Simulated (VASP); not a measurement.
Crystal: SnO.

```xyz
4
Lattice="3.8137 0.0000 0.0000 0.0000 3.8137 0.0000 0.0000 0.0000 4.8869" Properties=species:S:1:pos:R:3 pbc="T T T"
Sn    1.9068    0.0000    3.7367
Sn    0.0000    1.9068    1.1503
O     0.0000    0.0000    0.0000
O     1.9068    1.9068    0.0000
```

| Quantity | Value |
| --- | --- |
| Program | VASP 6.6.1 |
| Task | relaxation of cell and atoms |
| Functional | RPBE |
| Dispersion | D3(BJ) |
| Potentials or basis | VASP PAW PBE potentials, release 64 (Sn_d, O) |
| Cutoff | 600 eV |
| k mesh | 7 × 7 × 6 |
| Occupations | fermi-dirac, width 0.05 eV |
| Spin | no spin polarisation |

At the start: pressure -6.8 GPa; volume 17.77 Å³/atom.

Problem. How do energy, volume and symmetry change on relaxing?

Solution. Over 14 steps the energy falls by 158.4 meV/atom and the volume is 14.07 Å³/atom (-20.8 %); space group P4/nmm (No. 129, to 0.1 Å) before and after.

The path:
| step | energy change (eV) | largest force (eV/Å) | pressure (GPa) | volume (Å³) |
| --- | --- | --- | --- | --- |
| 1 | 0.0000 | 0.3941 | -6.85 | 71.08 |
| 2 | -0.1750 | 1.9770 | 2.20 | 63.55 |
| 3 | -0.1755 | 1.9059 | 1.77 | 63.84 |
| 4 | -0.3253 | 1.6610 | 2.05 | 61.25 |
| 5 | -0.5087 | 0.3692 | 7.64 | 53.90 |
| 6 | -0.5197 | 0.8629 | 5.45 | 55.74 |
| 7 | -0.5223 | 0.7103 | 6.08 | 55.13 |
| 8 | -0.5915 | 0.5041 | -2.29 | 57.31 |
| 9 | -0.5938 | 0.3316 | -1.14 | 56.97 |
| 10 | -0.6206 | 0.0950 | -0.80 | 56.90 |
| 11 | -0.6308 | 0.1367 | -0.36 | 56.80 |
| 12 | -0.6309 | 0.1481 | -0.38 | 56.79 |
| 13 | -0.6325 | 0.0866 | -0.20 | 56.58 |
| 14 | -0.6334 | 0.0040 | 0.00 | 56.29 |

Final structure:
```
Sn O
1.0
     3.66518    0.00000    0.00000
     0.00000    3.66518    0.00000
     0.00000    0.00000    4.18999
Sn O
2 2
Direct
  0.50000 0.00000 0.71806
  0.00000 0.50000 0.28194
  0.00000 0.00000 0.00000
  0.50000 0.50000 0.00000
```

Caveat: the volume moved by over 15 % at a fixed basis, so the end points are rough; the dispersion term is far too large for a dense solid, which distorts pressure and volume; the PAW data sets were made with another functional, which shifts forces and pressure a little.
